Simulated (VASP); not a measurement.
Set up this calculation in VASP 6.6.1, as the native input.

* Task: single point
* Functional: PBEsol
* Potentials or basis: VASP PAW PBE potentials, release 64 (C)
* Cutoff: 600 eV
* k mesh: 6 × 6 × 6
* Occupations: gaussian, width 0.1 eV
* Spin: no spin polarisation
* Dipole correction: no
* Further INCAR settings: ALGO = Normal; EDIFF = 1e-06; NBANDS = 26

The structure of C lies in POSCAR:

```
C
1.0
   -2.4534163960      2.4534163960      2.4822347044
    2.4534163960     -2.4534163960      2.4822347044
    2.4534163960      2.4534163960     -2.4822347044
C
8
Direct
    0.8386334659      0.1613665341      0.0000000000
    0.1613665341      0.1613665341      0.3227330683
    0.9113665341      0.4113665341      0.8227330683
    0.5886334659      0.4113665341      0.5000000000
    0.8386334659      0.8386334659      0.6772669317
    0.1613665341      0.8386334659      0.0000000000
    0.9113665341      0.0886334659      0.5000000000
    0.5886334659      0.0886334659      0.1772669317
```

These files were run (other wordings do the same):

INCAR

```
PREC = Accurate ; ENCUT = 600
EDIFF = 1E-6 ; ISMEAR = 0
SIGMA = 0.1 ; LREAL = False
LASPH = True ; NELM = 120
ALGO = Normal ; ISIF = 2
LWAVE = False ; LCHARG = False
GGA = PS ; NBANDS = 26
GGA_COMPAT = False
```

KPOINTS

```
regular mesh
0
Gamma
  6 6 6
```

Potentials or basis: VASP PAW PBE potentials, release 64 (C).

The run is started by

```sh
$ cat potpaw_PBE.64/C/POTCAR > POTCAR
$ mpirun -np 1 vasp_std > vasp.out
```

It gave:

* Pressure: 0.3 GPa
* Largest force: 0.024 eV/Å
* Band gap on the k mesh: 3.14 eV (least direct gap 3.48 eV)

Caveat: the PAW data sets were made with another functional, which shifts forces and pressure a little.

Wall time 82 s on 1 thread of Intel Xeon 8259CL (shared host), peak memory 0.21 GiB.
